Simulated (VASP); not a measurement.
# PbS: single point with PBE

Slab: PbS, a slab with vacuum.

```
CELL_PARAMETERS angstrom
11.29828 0.00000 0.00000
0.00000 3.00438 3.00618
0.00000 -3.00438 3.00618
ATOMIC_POSITIONS crystal
Pb 0.62458 0.25664 0.75664
Pb 0.37542 0.75664 0.25664
S 0.61368 0.76436 0.26436
S 0.38632 0.27933 0.77933
```

This cell differs from its parent crystal: one atom moved.

```json
{"Program": "VASP 6.6.1", "Task": "single point", "Functional": "PBE", "Potentials or basis": "VASP PAW PBE potentials, release 64 (Pb_d, S)", "Cutoff": "520 eV", "k mesh": "4 × 6 × 6", "Occupations": "gaussian, width 0.02 eV", "Spin": "no spin polarisation"}
```

* Largest force: 0.133 eV/Å
* Band gap on the k mesh: 2.06 eV, direct

Forces on the atoms (eV/Å):
```
Pb  -0.011  0.000  0.006
Pb  -0.004  0.000  0.041
S    0.011  0.000  0.086
S    0.003  0.000 -0.133
```

Levels at points of the mesh, in eV from the valence-band top:
```
           k point  band 17  band 18  band 19  band 20  band 21  band 22  band 23  band 24
(0.00, 0.00, 0.00)    -2.29    -1.24    -1.23    -0.15     2.30     3.82     4.94     5.42
(0.50, 0.00, 0.00)    -2.29    -1.24    -1.23    -0.16     2.11     4.73     4.94     5.15
(0.00, 0.50, 0.00)    -0.96    -0.87    -0.01     0.00     2.06     2.09     3.09     3.23
(0.50, 0.50, 0.00)    -0.96    -0.87    -0.01     0.00     2.06     2.09     3.09     3.23
(0.00, 0.50, 0.50)    -2.56    -2.55    -1.26    -1.25     4.20     4.26     5.31     5.33
(0.50, 0.50, 0.50)    -2.56    -2.55    -1.25    -1.25     4.17     4.23     5.28     5.29
```

Run time: 3.9 min on 1 thread of Intel Xeon 6975P-C, on a shared host, peak memory 0.41 GiB.

Caveat: the cell differs from its parent crystal (one atom moved); spin-orbit coupling is left out, which moves the levels of the heavy elements.
